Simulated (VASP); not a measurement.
## BaTiH3: single point with PBE+U

The system is BaTiH3.

```
Ba Ti H
1.0
     3.51617    0.00000    0.00000
     0.00000    3.51617    0.00000
     0.00000    0.00000    3.51617
Ba Ti H
1 1 3
Direct
  0.50000 0.50000 0.50000
  0.00000 0.00000 0.00000
  0.50000 0.00000 0.00000
  0.00000 0.50000 0.00000
  0.00000 0.00000 0.50000
```

```json
{
  "Program": "VASP 6.6.1",
  "Task": "single point",
  "Functional": "PBE",
  "Potentials or basis": "VASP PAW PBE potentials, release 64 (Ba_sv, Ti_sv, H_h)",
  "Cutoff": "1230 eV",
  "k mesh": "6 × 6 × 6",
  "Occupations": "gaussian, width 0.1 eV",
  "Spin": "no spin polarisation",
  "Hubbard terms": "Ti d U = 4.0 eV",
  "Dipole correction": "no",
  "Further INCAR settings": "ALGO = Normal; EDIFF = 1e-06; NBANDS = 20"
}
```

| Item | Value |
| --- | --- |
| Pressure | 61.7 GPa |
| Band gap on the k mesh | zero (an odd number of electrons rules out a gap without spin polarisation) |

Levels at points of the mesh, in eV from the Fermi level:
```tsv
k point	band 8	band 9	band 10	band 11	band 12	band 13	band 14	band 15	band 16	band 17
(0.00, 0.00, 0.00)	-12.60	-8.65	-7.07	-7.07	0.65	0.65	0.65	3.00	3.00	7.42
(0.50, 0.00, 0.00)	-12.45	-6.19	-5.88	-4.64	-0.27	0.90	0.90	1.19	1.76	1.76
(0.50, 0.50, 0.00)	-12.12	-8.22	-3.25	-3.25	-2.17	-1.13	-1.13	1.59	1.87	4.21
(0.50, 0.50, 0.50)	-14.18	-6.35	-6.35	-6.35	0.95	0.95	0.95	1.95	1.95	3.21
```

Eigenvalues of the final occupation matrices:
| site | spin | trace | eigenvalues |
| --- | --- | --- | --- |
| site 2 d | 1 | 1.09 | 0.15 0.15 0.26 0.26 0.26 |
| site 2 d | 2 | 1.09 | 0.15 0.15 0.26 0.26 0.26 |

Run time: 33 s on 1 thread of Intel(R) Xeon(R) Platinum 8488C (Sapphire Rapids), on a shared host, peak memory 0.28 GiB.

Caveat: the cell stands under pressure; spin-orbit coupling is left out, which moves the levels of the heavy elements; an odd number of electrons without spin polarisation forces a metal; a magnetic or distorted state may lie lower; U without spin polarisation on a metal has little footing; the U is typed as a test and isn't derived for this compound.
